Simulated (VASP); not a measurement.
A run of VASP 6.6.1:

File INCAR:

```
SYSTEM = Hf4Br
PREC = Accurate ; ENCUT = 520
EDIFF = 1E-6 ; ISMEAR = 0
SIGMA = 0.1 ; LREAL = .FALSE.
LASPH = .TRUE. ; NELM = 80
ALGO = Normal ; ISIF = 2
LWAVE = .FALSE. ; LCHARG = .FALSE.
GGA = PE ; NBANDS = 32
```

KPOINTS

```
Automatic mesh
0
G
  4 4 4
  0 0 0
```

The input POSCAR:

```
Hf4Br
1.0
    0.0000000000      4.1974064844      4.1974064844
    4.1974064844      0.0000000000      4.1974064844
    4.1974064844      4.1974064844      0.0000000000
Hf Br
4 1
Direct
    0.3737667839      0.3737667839      0.3737667839
    0.3737667839      0.3737667839      0.8786996483
    0.3737667839      0.8786996483      0.3737667839
    0.8786996483      0.3737667839      0.3737667839
    0.7500000000      0.7500000000      0.7500000000
```

Potentials or basis: VASP PAW PBE potentials, release 64 (Hf_pv, Br).

Run with:

```sh
$ cat potpaw_PBE.64/Hf_pv/POTCAR potpaw_PBE.64/Br/POTCAR > POTCAR
$ mpirun -np 1 vasp_std > vasp.out
```

Hardware: 1 thread of AMD EPYC 7571 (shared host).

Estimate the wall time of this run.

Wall time 110 s on 1 thread of AMD EPYC 7571, with other jobs on the host, peak memory 0.29 GiB. Counts: scf iterations 14, k points 8.
